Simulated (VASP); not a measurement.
## Ba: relaxation of shape and atoms at fixed volume with PBE

Ba:

```
Ba
1.0
     4.11270    0.00000    0.00000
    -2.05635    3.56170    0.00000
     0.00000    0.00000    3.82088
Ba
1
Direct
  0.00000 0.00000 0.00000
```

This isn't the form of Ba at room conditions, which is bcc.

```yaml
Program: VASP 6.6.1
Task: relaxation of shape and atoms at fixed volume
Functional: PBE
Potentials_or_basis: VASP PAW PBE potentials, release 64 (Ba_sv)
Cutoff: 600 eV
k_mesh: 10 × 10 × 9
Occupations: fermi-dirac, width 0.08 eV
Spin: no spin polarisation
Dipole_correction: no
Further_INCAR_settings: ALGO = Normal; EDIFF = 1e-06; IBRION = 2; EDIFFG = -0.005; NSW = 50; ISIF = 4
```

```yaml
Energy_gained_by_relaxing: 0.0 meV/atom
Ionic_steps: 3
Pressure_after_relaxing: 1.1 GPa
Band_gap_on_the_k_mesh: zero (bands 5 and 6 overlap by 0.59 eV)
```

Final structure:
```yaml
crystal:
  lattice:
    - [4.11672, 0.00000, 0.00000]
    - [-2.05836, 3.56518, 0.00000]
    - [0.00000, 0.00000, 3.81342]
  atoms:
    - { symbol: Ba, position: [0.00000, 0.00000, 0.00000] }
```

Levels at points of the mesh, in eV from the Fermi level:
```
           k point  band 2  band 3  band 4  band 5  band 6  band 7  band 8  band 9
(0.00, 0.00, 0.00)  -13.80  -13.80  -13.73   -2.76    0.03    1.80    1.80    5.37
(0.50, 0.00, 0.00)  -14.54  -13.97  -13.65   -1.03    0.48    1.33    3.00    4.85
```

Wall time 26 s on 1 thread of Intel(R) Xeon(R) 6975P-C (Granite Rapids) (shared host), peak memory 0.22 GiB.

Caveat: spin-orbit coupling is left out, which moves the levels of the heavy elements.
